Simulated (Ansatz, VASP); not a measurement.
# Re in VASP and in Ansatz

File INCAR:

```
SYSTEM = Re
  ALGO = Normal
  EDIFF = 1E-6
  ENCUT = 520
  GGA = PE
  ISIF = 2
  ISMEAR = 0
  LASPH = .TRUE.
  LCHARG = .TRUE.
  LELF = .TRUE.
  LREAL = .FALSE.
  LVHAR = .TRUE.
  LWAVE = .FALSE.
  NBANDS = 10
  NELM = 80
  PREC = Accurate
  SIGMA = 0.15
```

Contents of KPOINTS:

```
k-points
0
G
  10 10 10
  0 0 0
```

File POSCAR:

```
Re
1.0
    0.0000000000      1.9577236186      2.0653984176
    1.9038862191      0.0000000000      2.0653984176
    1.9038862191      1.9577236186      0.0000000000
Re
1
Direct
    0.0000000000      0.0000000000      0.0000000000
```

Input for Ansatz:

```yaml
crystal:
  lattice:
    - [0.0, 1.9577236186, 2.0653984176]
    - [1.9038862191, 0.0, 2.0653984176]
    - [1.9038862191, 1.9577236186, 0.0]
  atoms:
    - { symbol: Re, position: [0.0, 0.0, 0.0] }
basis:
  ecutwfc: 420
kpoints:
  mp_grid: { grid: [10, 10, 10] }
hamiltonian:
  xc: pbe
scf:
  occupations: { method: gaussian, width: 0.15 }
output:
  forces: true
  stress: true
  eigenvalues: true
```

Change from the starting cell: normal strain along x -0.0275, normal strain along z +0.0550.

Alike in both runs: task single point; functional PBE; k mesh 10 × 10 × 10; occupations gaussian, width 0.15 eV; no spin polarisation.

|  | VASP | Ansatz |
| --- | --- | --- |
| version | VASP 6.6.1 | Ansatz 0.2.0 |
| potentials or method | VASP PAW PBE potentials, release 64 (Re), cutoff 520 eV | scalar-relativistic, plane waves, PAW |
| valence electrons in the cell | 7 | 15 |

```tsv
	VASP	Ansatz	Ansatz less VASP
gap on the k mesh at the Fermi level (eV)	none	none	-
pressure (GPa)	-9.1	-8.4	+0.64
traceless stress, the component that is largest in VASP (GPa)	-12.65	-12.80	-0.151
```

A gap of «none» marks a metal or a gap that the smearing closes. The functional is the same, so the differences come from potentials, cutoffs and numerics. VASP's potentials hold 7 valence electrons a cell and Ansatz's 15, so a difference there can come from the potentials and not from the codes.

Neither program's run includes spin-orbit coupling.
